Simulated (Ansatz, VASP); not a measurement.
# Ta4N: VASP beside Ansatz

The input INCAR:

```
  PREC = Accurate
  ENCUT = 600
  EDIFF = 1E-7
  ISMEAR = 0
  SIGMA = 0.1
  LREAL = F
  LASPH = T
  NELM = 100
  ALGO = Normal
  ISIF = 3
  LWAVE = F
  LCHARG = F
  GGA = PE
  IBRION = 2
  NSW = 90
  EDIFFG = -0.04
```

The input KPOINTS:

```
Automatic mesh
0
Gamma
  4 4 4
```

File POSCAR:

```
Ta4N
1.0
   -2.7028500000      2.7028500000      2.7028500000
    2.7028500000     -2.7028500000      2.7028500000
    2.7028500000      2.7028500000     -2.7028500000
Ta N
4 1
Direct
    0.0000000000      0.0000000000      0.5000000000
    0.0000000000      0.5000000000      0.0000000000
    0.5000000000      0.0000000000      0.0000000000
    0.5000000000      0.5000000000      0.5000000000
    0.0000000000      0.0000000000      0.0000000000
```

Input for Ansatz:

```yaml
crystal:
  lattice:
    - [-2.70285, 2.70285, 2.70285]
    - [2.70285, -2.70285, 2.70285]
    - [2.70285, 2.70285, -2.70285]
  atoms:
    - { symbol: Ta, position: [0.0, 0.0, 0.5] }
    - { symbol: Ta, position: [0.0, 0.5, 0.0] }
    - { symbol: Ta, position: [0.5, 0.0, 0.0] }
    - { symbol: Ta, position: [0.5, 0.5, 0.5] }
    - { symbol: "N", position: [0.0, 0.0, 0.0] }
basis:
  ecutwfc: 420
kpoints:
  mp_grid: { grid: [4, 4, 4] }
hamiltonian:
  xc: pbe
scf:
  occupations: { method: gaussian, width: 0.1 }
  lower_state_search: "off"
output:
  forces: true
  stress: true
  eigenvalues: true
relax:
  adjacent_minimum: "off"
  f_tol: 0.04
  max_steps: 70
  cell: { stress_tol: 0.4 }
```

Change from the starting cell: species swapped into the CrGa4 type (Im-3m, No. 229).

Alike in both runs: task relaxation of cell and atoms; functional PBE; k mesh 4 × 4 × 4; occupations gaussian, width 0.1 eV; no spin polarisation.

|  | VASP | Ansatz |
| --- | --- | --- |
| version | VASP 6.6.1 | Ansatz 0.2.0 |
| potentials or method | VASP PAW PBE potentials, release 64 (Ta_pv, N), cutoff 600 eV | scalar-relativistic, plane waves, PAW |
| valence electrons in the cell | 49 | 57 |

```csv
,VASP,Ansatz,Ansatz less VASP
"gap on the k mesh at the Fermi level, each at its own relaxed structure (eV)",none,none,-
relaxed volume (Å³/atom),16.60,16.55,-0.049
relaxed length of the cell vector where the two differ most in proportion (Å),4.760,4.755,-0.0047
```

A gap of «none» marks a metal or a gap that the smearing closes. VASP's potentials hold 49 valence electrons a cell and Ansatz's 57, so a difference there can come from the potentials and not from the codes.

The k mesh is coarse, so the values compare programs but aren't converged. Neither program's run includes spin-orbit coupling.
